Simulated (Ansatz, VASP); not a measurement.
Given: the input of a run of Ansatz 0.2.0 on W.

The input input.yaml:

```yaml
crystal:
  lattice:
    - [2.8282695754, 0.0, 0.0]
    - [0.0, 4.8960819983, 0.0]
    - [0.0, 0.0, 4.9563032019]
  atoms:
    - { symbol: W, position: [0.793172, 0.936843, 0.75] }
    - { symbol: W, position: [0.206828, 0.436843, 0.75] }
    - { symbol: W, position: [0.206828, 0.063157, 0.25] }
    - { symbol: W, position: [0.793172, 0.563157, 0.25] }
kpoints:
  mp_grid: { grid: [9, 6, 6] }
scf:
  occupations: { method: fermi_dirac, width: 0.05 }
hamiltonian:
  xc: lda
  pseudopotentials: { kind: all_electron, lapw: { basis_error: 0.002 } }
output:
  forces: true
  stress: true
  eigenvalues: true
```

Potentials or basis: all-electron LAPW, scalar-relativistic.

Launch:

```sh
$ ansatz run input.yaml --threads 2 --pin off --max-ram 8192MiB --backend cpu --events-out ev --progress --plain --runs-dir out
```

Problem. Set up the same calculation for VASP 6.6.1. Potentials there: VASP PAW LDA potentials, release 64 (W_sv).

Solution. As run (the cutoff follows the program's own potentials):

File INCAR:

```
PREC     = Accurate       # precision mode
ENCUT    = 520            # plane-wave cutoff, eV
EDIFF    = 1E-7           # SCF threshold, eV
ISMEAR   = -1             # smearing method
SIGMA    = 0.05           # smearing width, eV
LREAL    = F              # projectors in reciprocal space
LASPH    = T              # aspherical terms in the spheres
NELM     = 60             # most SCF steps
ALGO     = Fast           # electronic algorithm
ISIF     = 2              # what is computed and relaxed
LWAVE    = F              # write WAVECAR
LCHARG   = F              # write CHGCAR
GGA      = CA             # functional
NBANDS   = 36             # bands
```

The input KPOINTS:

```
regular mesh
0
Gamma
  9 6 6
```

The input POSCAR:

```
W
1.0
    2.8282695754      0.0000000000      0.0000000000
    0.0000000000      4.8960819983      0.0000000000
    0.0000000000      0.0000000000      4.9563032019
W
4
Direct
    0.7931720000      0.9368430000      0.7500000000
    0.2068280000      0.4368430000      0.7500000000
    0.2068280000      0.0631570000      0.2500000000
    0.7931720000      0.5631570000      0.2500000000
```

Potentials or basis: VASP PAW LDA potentials, release 64 (W_sv).

The run is started by

```bash
$ cat potpaw_LDA.64/W_sv/POTCAR > POTCAR
$ mpirun -np 1 vasp_std > vasp.out
```

Both were run:

|  | VASP | Ansatz | Ansatz less VASP |
| --- | --- | --- | --- |
| gap on the k mesh at the Fermi level (eV) | none | none | - |
| pressure (GPa) | -19.0 | -20.2 | -1.21 |
| traceless stress, the component that is largest in VASP (GPa) | -0.63 | -0.75 | -0.117 |
| rms of the force components (eV/Å) | 0.095 | 0.106 | +0.0107 |

LDA's correlation is that of Perdew and Zunger in VASP and of Perdew and Wang (1992) in Ansatz. Atom by atom the forces differ by 0.012 eV/Å (rms over components). A gap of «none» marks a metal or a gap that the smearing closes. Ansatz ran all-electron here, and VASP with PAW potentials.

Spin-orbit coupling is off throughout.
